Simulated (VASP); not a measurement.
C, 2 atoms in the cell. It takes space group Fd-3m (No. 227, cubic). Conventional cell: a = 3.532 Å, b = 3.532 Å, c = 3.532 Å, α = 90.00°, β = 90.00°, γ = 90.00°. C (site symmetry -43m) has 4 C at 1.53 Å within 2.0 Å. 

```yaml
Program: VASP 6.6.1
Task: density of states
Functional: LDA
Potentials_or_basis: VASP PAW LDA potentials, release 64 (C)
Cutoff: 520 eV
k_mesh: 20 × 20 × 20
Occupations: fermi-dirac, width 0.08 eV
Spin: no spin polarisation
Dipole_correction: no
k_mesh_for_the_DOS: 30 × 30 × 30
Occupations_for_the_DOS: tetrahedron
Further_INCAR_settings: ALGO = Normal; EDIFF = 1e-07
```

Potentials or basis: VASP PAW LDA potentials, release 64 (C).

Run with:

```console
$ cat potpaw_LDA.64/C/POTCAR > POTCAR
$ cp INCAR.step1 INCAR
$ cp KPOINTS.step1 KPOINTS
$ mpirun -np 1 vasp_std > vasp.out
$ cp INCAR.step2 INCAR
$ cp KPOINTS.step2 KPOINTS
$ mpirun -np 1 vasp_std > vasp.out
```

Hardware: 1 thread of Intel(R) Xeon(R) 6975P-C (Granite Rapids), on a shared host.

Question: Estimate the wall time of this run.

Answer: Wall time 28 s on 1 thread of Intel(R) Xeon(R) 6975P-C (Granite Rapids) (shared host), peak memory 0.16 GiB. Counts: k points 752.
